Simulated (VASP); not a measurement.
Runs of VASP 6.6.1 on Ag. The structure is that of space group Im-3m (No. 229), or close to it. The cells are those of the table. 

```csv
cell,gap on the mesh (eV),pressure (GPa)
"a = 2.982 Å, angles 109.5°, 1 atom",none,(b)
"a = 2.945 Å, angles 108.4, 108.4, 111.6°, 1 atom",none,-11.6
"a = 2.638 Å, angles 109.5°, 1 atom",none,(a)
"a = 3.097 Å, angles 109.5°, 1 atom",none,-14.7
"a = 3.021 Å, angles 110.5, 110.5, 107.4°, 1 atom",none,-13.8
```

Alike in all rows: task single point; level PBEsol; potentials or basis VASP PAW PBE potentials, release 64 (Ag); no spin polarisation; k mesh 20 × 20 × 20; cutoff (eV) 520; smearing gaussian 0.15 eV.

Q: Fill in the values left out.

A: (a) 31.3; (b) -12.9.

Caveats: the PAW data sets were made with another functional, which shifts forces and pressure a little.

A k mesh can miss the band edges, and the runs leave out spin-orbit coupling on Ag.

A gap of «none» marks levels without a gap at the run's occupations.
